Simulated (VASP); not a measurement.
Input of a VASP 6.6.1 run:

Contents of INCAR:

```
  ALGO = Normal
  EDIFF = 1E-6
  EDIFFG = -0.01
  ENCUT = 600
  GGA = RP
  IBRION = 2
  ISIF = 3
  ISMEAR = -1
  IVDW = 13
  LASPH = T
  LCHARG = F
  LREAL = F
  LWAVE = F
  NELM = 100
  NSW = 60
  PREC = Accurate
  SIGMA = 0.05
```

KPOINTS

```
k-points
0
Gamma
  8 8 8
```

File POSCAR:

```
NaCl
1.0
    3.5021900000      0.0000000000      0.0000000000
    0.0000000000      3.5021900000      0.0000000000
    0.0000000000      0.0000000000      3.5021900000
Cl Na
1 1
Direct
    0.5000000000      0.5000000000      0.5000000000
    0.0000000000      0.0000000000      0.0000000000
```

Potentials or basis: VASP PAW PBE potentials, release 64 (Cl, Na_pv).

Launch:

```console
$ cat potpaw_PBE.64/Cl/POTCAR potpaw_PBE.64/Na_pv/POTCAR > POTCAR
$ mpirun -np 1 vasp_std > vasp.out
```

Q: Estimate the relaxed volume.

A: 21.59 Å³/atom.

Q: Predict the band gap on the k mesh.

A: 4.25 eV (least direct gap 4.73 eV).

Q: Predict the dispersion energy per atom.

A: -0.198 eV.

Final structure:
```
Cl Na
1.0
     3.50853    0.00000    0.00000
     0.00000    3.50853    0.00000
     0.00000    0.00000    3.50853
Cl Na
1 1
Direct
  0.50000 0.50000 0.50000
  0.00000 0.00000 0.00000
```

Caveat: the PAW data sets were made with another functional, which shifts forces and pressure a little. A k mesh can miss the band edges.
